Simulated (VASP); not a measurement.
# BP (I-4m2) in VASP: notebook

Aim: see how the results for BP move with the level of theory and the settings. Levels: PBE, PBE+D3(BJ). Tasks: single point.

Program: VASP 6.6.1. These are calculated values, not measurements. Logs are shortened: lines on timing, memory, paths and dates and some standing lists are left out, and cuts for length are marked.

## (1) The cell of the first run

The structure is tetragonal, space group I-4m2 (No. 119). Conventional cell: a = 3.216 Å, b = 3.216 Å, c = 4.730 Å, α = 90.00°, β = 90.00°, γ = 90.00°. Within 2.6 Å of B (site symmetry -4m2) lie 4 P at 2.00 Å. P (site symmetry -4m2) has 4 B at 2.00 Å within 2.6 Å.

## (2) Single point, PBE (strain +0.0400 x Voigt [0, 1, 0, 0, 0, 0])

INCAR

```
SYSTEM = BP
PREC = Accurate
ENCUT = 520
EDIFF = 1E-6
ISMEAR = 0
SIGMA = 0.05
LREAL = .FALSE.
LASPH = .TRUE.
NELM = 60
ALGO = Normal
ISIF = 2
LWAVE = .FALSE.
LCHARG = .TRUE.
GGA = PE
LELF = .TRUE.
LVHAR = .TRUE.
NBANDS = 11
```

KPOINTS

```
Automatic mesh
0
G
  10 10 10
  0 0 0
```

POSCAR

```
BP
1.0
    0.0000000000      2.3651179367      2.2741518622
    2.2741518622      0.0000000000      2.2741518622
    2.2741518622      2.3651179367      0.0000000000
B P
1 1
Direct
    0.0000000000      0.0000000000      0.0000000000
    0.7500000000      0.7500000000      0.7500000000
```

Potentials or basis: VASP PAW PBE potentials, release 64 (B, P).

Run with:

```sh
$ cat potpaw_PBE.64/B/POTCAR potpaw_PBE.64/P/POTCAR > POTCAR
$ mpirun -np 1 vasp_std > vasp.out
```

OUTCAR:

```text
SYSTEM = BP
   PREC = Accurate
   ENCUT = 520
   EDIFF = 1E-6
   ISMEAR = 0
   LREAL = .FALSE.
   LASPH = .TRUE.
   NELM = 60
   ISIF = 2
   GGA = PE

 ion  position               nearest neighbor table
   1  0.000  0.000  0.000-   2 2.00   2 2.00   2 2.00   2 2.00
   2  0.750  0.750  0.750-   1 2.00   1 2.00   1 2.00   1 2.00

  LATTYP: Found a body centered tetragonal cell.
 ALAT       =     3.2161364064
 C/A-ratio  =     1.4707821049

  Lattice vectors:

 A1 = (   0.0000000000,  -2.3651179367,   2.2741518622)
 A2 = (   0.0000000000,  -2.3651179367,  -2.2741518622)
 A3 = (   2.2741518622,   2.3651179367,   0.0000000000)

Analysis of symmetry for initial positions (statically):
=====================================================================
 Subroutine PRICEL returns:
 Original cell was already a primitive cell.

 Routine SETGRP: Setting up the symmetry group for a
 body centered tetragonal supercell.

 Subroutine GETGRP returns: Found  8 space group operations
 (whereof  8 operations were pure point group operations)
 out of a pool of 16 trial point group operations.

The static configuration has the point symmetry D_2d.

Analysis of symmetry for dynamics (positions and initial velocities):
=====================================================================
 Subroutine PRICEL returns:
 Original cell was already a primitive cell.

 Routine SETGRP: Setting up the symmetry group for a
 body centered tetragonal supercell.

 Subroutine GETGRP returns: Found  8 space group operations
 (whereof  8 operations were pure point group operations)
 out of a pool of 16 trial point group operations.

The dynamic configuration has the point symmetry D_2d.

 Subroutine INISYM returns: Found  8 space group operations
 (whereof  8 operations are pure point group operations),
 and found     1 'primitive' translations

----------------------------------------------------------------------------------------

                                     Primitive cell

  volume of cell :      24.4637

  direct lattice vectors                    reciprocal lattice vectors
     0.000000000  2.365117937  2.274151862    -0.219862186  0.211405948  0.219862186
     2.274151862  0.000000000  2.274151862     0.219862186 -0.211405948  0.219862186
     2.274151862  2.365117937  0.000000000     0.219862186  0.211405948 -0.219862186

  length of vectors
     3.281089689  3.216136406  3.281089689     0.375993666  0.375993666  0.375993666

  position of ions in fractional coordinates (direct lattice)
     0.000000000  0.000000000  0.000000000
     0.750000000  0.750000000  0.750000000

  ion indices of the primitive-cell ions
   primitive index   ion index
                 1           1
                 2           2

----------------------------------------------------------------------------------------

 KPOINTS: Automatic mesh

Automatic generation of k-mesh.
 Grid dimensions read from file:
 generate k-points for:   10   10   10

 Generating k-lattice:

  Cartesian coordinates                     Fractional coordinates (reciprocal lattice)
    -0.021986219  0.021140595  0.021986219     0.100000000  0.000000000  0.000000000
     0.021986219 -0.021140595  0.021986219     0.000000000  0.100000000  0.000000000
     0.021986219  0.021140595 -0.021986219     0.000000000  0.000000000  0.100000000

  Length of vectors
     0.037599367  0.037599367  0.037599367

  Shift w.r.t. Gamma in fractional coordinates (k-lattice)
     0.000000000  0.000000000  0.000000000

 Subroutine IBZKPT returns following result:
 ===========================================

 Found    102 irreducible k-points:

 Following reciprocal coordinates:
            Coordinates               Weight
  0.000000  0.000000  0.000000      1.000000
  0.100000  0.000000 -0.000000      8.000000
  0.200000  0.000000 -0.000000      8.000000
  0.300000  0.000000 -0.000000      8.000000
  0.400000  0.000000  0.000000      8.000000
  0.500000  0.000000  0.000000      4.000000
[... 16 lines left out ...]
  0.300000  0.300000  0.000000      4.000000
  0.400000  0.300000  0.000000     16.000000
 [... further k-points ...]
   k-points           NKPTS =    102   k-points in BZ     NKDIM =    102   number of bands    NBANDS=     11
   number of dos      NEDOS =    301   number of ions     NIONS =      2
   total plane-waves  NPLWV =  13824
   dimension x,y,z NGX =    24 NGY =   24 NGZ =   24
   dimension x,y,z NGXF=    48 NGYF=   48 NGZF=   48
   ions per type =               1   1
   NGX,Y,Z   is equivalent  to a cutoff of  12.16, 12.41, 12.16 a.u.
   NGXF,Y,Z  is equivalent  to a cutoff of  24.32, 24.81, 24.32 a.u.
 SYSTEM =  BP
   PREC   = accura    normal or accurate (medium, high low for compatibility)
   ISTART =      0    job   : 0-new  1-cont  2-samecut
   ICHARG =      2    charge: 1-file 2-atom 10-const
   ISPIN  =      1    spin polarized calculation?
   LNONCOLLINEAR =      F non collinear calculations
   LSORBIT =      F    spin-orbit coupling
   LASPH  =      T    aspherical Exc in radial PAW
   ENCUT  =  520.0 eV  38.22 Ry    6.18 a.u.   6.10  5.98  6.10*2*pi/ulx,y,z
   NELM   =     60;   NELMIN=  2; NELMDL= -5     # of ELM steps
   EDIFF  = 0.1E-05   stopping-criterion for ELM
   LREAL  =      F    real-space projection
   EDIFFG = 0.1E-04   stopping-criterion for IOM
   NSW    =      0    number of steps for IOM
   IBRION =     -1    ionic relax: 0-MD 1-quasi-New 2-CG
   NFREE  =      0    steps in history (QN), initial steepest desc. (CG)
   ISIF   =      2    stress and relaxation
   ISYM   =      2    0-nonsym 1-usesym 2-fastsym
   POTIM  = 0.5000    time-step for ionic-motion
   TEBEG  =    0.0;   TEEND  =   0.0 temperature during run
   PSTRESS=    0.0 pullay stress
   NELECT =       8.0000    total number of electrons
   NUPDOWN=      -1.0000    fix difference up-down
   EMIN   =  10.00;   EMAX   =-10.00  energy-range for DOS
   EFERMI =   0.00;   METHOD = LEGACY
   ISMEAR =     0;   SIGMA  =   0.05  broadening in eV -4-tet -1-fermi 0-gaus
   EFERMI_NEDOS =   21; number of points for ismear=-14 and -15
   IALGO  =     38    algorithm
   IMIX   =      4    mixing-type and parameters
     AMIX     =   0.40;   BMIX     =  1.00
     AMIX_MAG =   1.60;   BMIX_MAG =  1.00
  volume/ion in A,a.u.               =      12.23        82.54
  Fermi-wavevector in a.u.,A,eV,Ry     =   1.127884  2.131391 17.308260  1.272121
  Thomas-Fermi vector in A             =   2.264571
   LORBIT       =      0    0 simple, 1 ext, 2 COOP (PROOUT), +10 PAW based schemes
   GGA     = PE    functional components
   LHFCALC =     F    Hartree Fock is set to
   AEXX    =    0.0000 exact exchange contribution
   IVDW    =     0    specifies the selected vdW correction
   LEPSILON=     F    determine dielectric tensor
   LRPA    =     F    only Hartree local field effects (RPA)
 non-spin polarized calculation
 Gauss-broadening in eV      SIGMA  =   0.05
  energy-cutoff  :      520.00
  volume of cell :       24.46
 maximum number of plane-waves:       670
   NGX = 13   NGY = 11   NGZ = 13

 number of electron       7.9999999 magnetization

 Free energy of the ion-electron system (eV)
  ---------------------------------------------------
  ext. energy  EPLUGINS =         0.00000000
  ---------------------------------------------------
  free energy    TOTEN  =       -12.89145194 eV

  energy without entropy =      -12.89145194  energy(sigma->0) =      -12.89145194

 E-fermi :   7.2411     XC(G=0): -10.7119

 val. band max:        7.0305466305   @ k =   0.0000   0.0000   0.0000
 cond. band min:       8.0418497087   @ k =   0.4000   0.4000   0.0000
 fundamental gap:      1.0113030782
 Fermi energy:         7.2410744645

 k-point     1 :       0.0000    0.0000    0.0000
  band No.  band energies     occupation
      1      -8.1568      2.00000
      2       6.6382      2.00000
      3       7.0305      2.00000
      4       7.0305      2.00000
      5      10.1713      0.00000
      6      10.1713      0.00000
      7      10.3908      0.00000
      8      13.5550      0.00000
      9      18.1045      0.00000
     10      18.3794      0.00000
     11      19.4036      0.00000

 k-point     2 :       0.1000    0.0000   -0.0000
  band No.  band energies     occupation
      1      -7.9833      2.00000
      2       5.6071      2.00000
      3       6.4979      2.00000
      4       6.7606      2.00000
      5      10.4943      0.00000
      6      10.5710      0.00000
      7      10.8280      0.00000
      8      14.1250      0.00000
      9      17.7951      0.00000
     10      18.6624      0.00000
     11      18.6650      0.00000

 k-point     3 :       0.2000    0.0000   -0.0000
  band No.  band energies     occupation
      1      -7.4701      2.00000
      2       3.3546      2.00000
      3       5.9068      2.00000
      4       6.2532      2.00000
      5      10.6352      0.00000
      6      11.3219      0.00000
      7      11.4308      0.00000
      8      15.4277      0.00000
      9      17.3990      0.00000
     10      17.9138      0.00000
     11      19.5410      0.00000

 k-point     4 :       0.3000    0.0000   -0.0000
  band No.  band energies     occupation
      1      -6.6486      2.00000
      2       1.0768      2.00000
      3       5.3940      2.00000
      4       5.8146      2.00000
      5      10.4758      0.00000
      6      11.6958      0.00000
      7      11.7721      0.00000
      8      16.5326      0.00000
      9      18.1241      0.00000
     10      18.2267      0.00000
     11      19.7899      0.00000
[... 239 lines left out ...]
 k-point    22 :      -0.2000    0.2000    0.0000
  band No.  band energies     occupation
      1      -6.3884      2.00000
      2       1.8074      2.00000
      3       3.0007      2.00000
      4       5.5650      2.00000
      5      11.0871      0.00000
      6      12.0369      0.00000
      7      13.3096      0.00000
      8      14.9541      0.00000
      9      16.3573      0.00000
     10      20.0546      0.00000
     11      21.9990      0.00000

 k-point    23 :       0.3000    0.3000    0.0000
  band No.  band energies     occupation
      1      -6.0738      2.00000
      2       2.2569      2.00000
      3       3.6506      2.00000
      4       3.7667      2.00000
      5       8.3108      0.00000
      6      10.7797      0.00000
      7      15.0257      0.00000
      8      15.9320      0.00000
      9      19.3815      0.00000
     10      20.9936      0.00000
     11      23.0110      0.00000

 k-point    24 :       0.4000    0.3000    0.0000
  band No.  band energies     occupation
      1      -5.2715      2.00000
      2       0.9338      2.00000
      3       2.9717      2.00000
      4       3.4210      2.00000
      5       8.5912      0.00000
      6      10.4236      0.00000
      7      15.5719      0.00000
      8      16.5504      0.00000
      9      20.3440      0.00000
     10      21.9233      0.00000
     11      23.3899      0.00000

 [... further k-points ...]

------------------------ aborting loop because EDIFF is reached ----------------------------------------

  FORCE on cell =-STRESS in cart. coord.  units (eV):
  Direction    XX          YY          ZZ          XY          YZ          ZX
  --------------------------------------------------------------------------------------
  -------------------------------------------------------------------------------------
  Total       -0.3893032     -2.0104591     -0.3893032      0.0000000      0.0000000      0.0000000
  in kB      -25.4962839   -131.6691693    -25.4962839      0.0000000      0.0000000      0.0000000
  external PRESSURE =     -60.8872457 kB  Pullay stress =       0.0000000 kB

 VOLUME and BASIS-vectors are now :
 -----------------------------------------------------------------------------
  energy-cutoff  :      520.00
  volume of cell :       24.46
      direct lattice vectors                 reciprocal lattice vectors
     0.000000000  2.365117937  2.274151862    -0.219862186  0.211405948  0.219862186
     2.274151862  0.000000000  2.274151862     0.219862186 -0.211405948  0.219862186
     2.274151862  2.365117937  0.000000000     0.219862186  0.211405948 -0.219862186

 POSITION                                       TOTAL-FORCE (eV/Angst)
 -----------------------------------------------------------------------------------
      0.00000      0.00000      0.00000         0.000000      0.000000      0.000000
      3.41123      3.54768      3.41123        -0.000000     -0.000000     -0.000000
 -----------------------------------------------------------------------------------
    total drift:                               -0.000000     -0.000000     -0.000000

  FREE ENERGIE OF THE ION-ELECTRON SYSTEM (eV)
  ---------------------------------------------------
  free  energy   TOTEN  =       -12.8914519372 eV

  energy  without entropy=      -12.8914519372  energy(sigma->0) =      -12.89145194
```

Wall time 7.3 s (1 thread of Intel Xeon 6975P-C (Granite Rapids), shared host); peak memory 0.14 GiB.

Results:

| Item | Value |
| --- | --- |
| Free energy | -12.8915 eV |
| Pressure | -6.1 GPa |
| Band gap on the k mesh | 1.01 eV, indirect (least direct gap 3.14 eV) |

Caveat: the cell differs from its parent crystal (strain +0.0400 x Voigt [0, 1, 0, 0, 0, 0]). A k mesh can miss the band edges.

## (3) Single point, PBE (strain +0.0350 x Voigt [0, 1, 0, 0, 0, 0])

INCAR

```
ALGO     = Normal         # electronic algorithm
EDIFF    = 1E-6           # SCF threshold, eV
ENCUT    = 520            # plane-wave cutoff, eV
GGA      = PE             # functional
ISIF     = 2              # what is computed and relaxed
ISMEAR   = 0              # smearing method
LASPH    = T              # aspherical terms in the spheres
LCHARG   = F              # write CHGCAR
LREAL    = F              # projectors in reciprocal space
LWAVE    = F              # write WAVECAR
NBANDS   = 11             # bands
NELM     = 60             # most SCF steps
PREC     = Accurate       # precision mode
SIGMA    = 0.05           # smearing width, eV
```

KPOINTS

```
k-points
0
Gamma
  10 10 10
```

POSCAR

```
BP
1.0
    0.0000000000      2.3537471774      2.2741518622
    2.2741518622      0.0000000000      2.2741518622
    2.2741518622      2.3537471774      0.0000000000
B P
1 1
Direct
    0.0000000000      0.0000000000      0.0000000000
    0.7500000000      0.7500000000      0.7500000000
```

Potentials or basis: VASP PAW PBE potentials, release 64 (B, P).

Run with:

```sh
$ cat potpaw_PBE.64/B/POTCAR potpaw_PBE.64/P/POTCAR > POTCAR
$ mpirun -np 1 vasp_std > vasp.out
```

OUTCAR:

```text
EDIFF = 1E-6
   ENCUT = 520
   GGA = PE
   ISIF = 2
   ISMEAR = 0
   LASPH = T
   LREAL = F
   NELM = 60
   PREC = Accurate

 ion  position               nearest neighbor table
   1  0.000  0.000  0.000-   2 1.99   2 1.99   2 1.99   2 1.99
   2  0.750  0.750  0.750-   1 1.99   1 1.99   1 1.99   1 1.99

  LATTYP: Found a body centered tetragonal cell.
 ALAT       =     3.2161364064
 C/A-ratio  =     1.4637110371

  Lattice vectors:

[... 522 lines left out ...]

------------------------ aborting loop because EDIFF is reached ----------------------------------------

  FORCE on cell =-STRESS in cart. coord.  units (eV):
  Direction    XX          YY          ZZ          XY          YZ          ZX
  --------------------------------------------------------------------------------------
  -------------------------------------------------------------------------------------
  Total       -0.3517688     -1.7649826     -0.3517688      0.0000000     -0.0000000      0.0000000
  in kB      -23.1493725   -116.1508211    -23.1493725      0.0000000     -0.0000000      0.0000000
  external PRESSURE =     -54.1498553 kB  Pullay stress =       0.0000000 kB

 VOLUME and BASIS-vectors are now :
 -----------------------------------------------------------------------------
  energy-cutoff  :      520.00
  volume of cell :       24.35
      direct lattice vectors                 reciprocal lattice vectors
     0.000000000  2.353747177  2.274151862    -0.219862186  0.212427233  0.219862186
     2.274151862  0.000000000  2.274151862     0.219862186 -0.212427233  0.219862186
     2.274151862  2.353747177  0.000000000     0.219862186  0.212427233 -0.219862186

 POSITION                                       TOTAL-FORCE (eV/Angst)
 -----------------------------------------------------------------------------------
      0.00000      0.00000      0.00000        -0.000000     -0.000000     -0.000000
      3.41123      3.53062      3.41123         0.000000      0.000000      0.000000
 -----------------------------------------------------------------------------------
    total drift:                               -0.000000     -0.000000     -0.000000

  FREE ENERGIE OF THE ION-ELECTRON SYSTEM (eV)
  ---------------------------------------------------
  free  energy   TOTEN  =       -12.9004947873 eV

  energy  without entropy=      -12.9004947873  energy(sigma->0) =      -12.90049479
```

stdout:

```text
POSCAR found type information on POSCAR B P
 POSCAR found :  2 types and       2 ions
 scaLAPACK will be used
 LDA part: xc-table for (Slater+PW92), standard interpolation
 POSCAR, INCAR and KPOINTS ok, starting setup
 FFT: planning ... GRIDC
 FFT: planning ... GRID_SOFT
 FFT: planning ... GRID
 WAVECAR not read
 entering main loop
```

Wall time 8.3 s (1 thread of Intel Xeon 6975P-C (Granite Rapids), shared host); peak memory 0.14 GiB.

Results:

* Free energy: -12.9005 eV
* Pressure: -5.4 GPa
* Band gap on the k mesh: 1.04 eV, indirect (least direct gap 3.17 eV)

Caveat: the cell differs from its parent crystal (strain +0.0350 x Voigt [0, 1, 0, 0, 0, 0]). A k mesh can miss the band edges.

## (4) Single point, PBE+D3(BJ)

INCAR

```
SYSTEM = BP
  ALGO = Normal
  EDIFF = 1E-6
  ENCUT = 500
  GGA = PE
  GGA_COMPAT = .FALSE.
  ISIF = 2
  ISMEAR = 0
  IVDW = 12
  LASPH = .TRUE.
  LCHARG = .TRUE.
  LELF = .TRUE.
  LREAL = .FALSE.
  LVHAR = .TRUE.
  LWAVE = .FALSE.
  NBANDS = 11
  NELM = 120
  PREC = Accurate
  SIGMA = 0.05
```

KPOINTS

```
k-points
0
G
  10 10 10
  0 0 0
```

POSCAR

```
BP
1.0
    0.0000000000      2.3651179367      2.2741518622
    2.2741518622      0.0000000000      2.2741518622
    2.2741518622      2.3651179367      0.0000000000
B P
1 1
Direct
    0.0000000000      0.0000000000      0.0000000000
    0.7500000000      0.7500000000      0.7500000000
```

Run with:

```sh
$ cat potpaw_PBE.64/B/POTCAR potpaw_PBE.64/P/POTCAR > POTCAR
$ mpirun -np 1 vasp_std > vasp.out
```

Run time: 24 s. Hardware: 1 thread of Intel Xeon 8259CL, shared host; peak memory 0.16 GiB.

Results (log left out):

- Free energy: -13.5088 eV
- Pressure: -10.1 GPa
- Band gap on the k mesh: 1.01 eV, indirect (least direct gap 3.14 eV)
- Dispersion energy per atom: -0.309 eV

Stress tensor (GPa, compression positive):
```
 -6.60   0.00   0.00
  0.00 -17.22   0.00
  0.00   0.00  -6.60
```

Levels at points of the mesh, in eV from the valence-band top:
| k point | band 2 | band 3 | band 4 | band 5 | band 6 | band 7 |
| --- | --- | --- | --- | --- | --- | --- |
| (0.00, 0.00, 0.00) | -0.39 | 0.00 | 0.00 | 3.14 | 3.14 | 3.36 |
| (0.50, 0.00, 0.00) | -8.84 | -2.08 | -1.58 | 3.21 | 4.55 | 4.73 |
| (0.50, 0.50, 0.00) | -8.37 | -4.24 | -4.16 | 1.15 | 1.40 | 11.14 |
| (0.50, 0.00, 0.50) | -8.70 | -3.82 | -3.82 | 1.58 | 1.93 | 11.56 |

Caveat: three body term missing. A k mesh can miss the band edges.

## (5) Summary

```csv
level,cell,cutoff (eV),gap on the mesh (eV),pressure (GPa)
PBE,"a = 3.281, b = 3.216 Å, angles 60.7, 58.7, 60.7°, 2 atoms",520,1.01,-6.1
PBE,"a = 3.273, b = 3.216 Å, angles 60.6, 58.9, 60.6°, 2 atoms",520,1.04,-5.4
PBE+D3(BJ),"a = 3.281, b = 3.216 Å, angles 60.7, 58.7, 60.7°, 2 atoms",500,1.01,-10.1
```

Alike in all rows: task single point; potentials or basis VASP PAW PBE potentials, release 64 (B, P); no spin polarisation; k mesh 10 × 10 × 10; smearing gaussian 0.05 eV.

Caveats: three body term missing (some runs).

Total energies depend on the potentials used, so only differences within one code and one set of settings carry meaning.
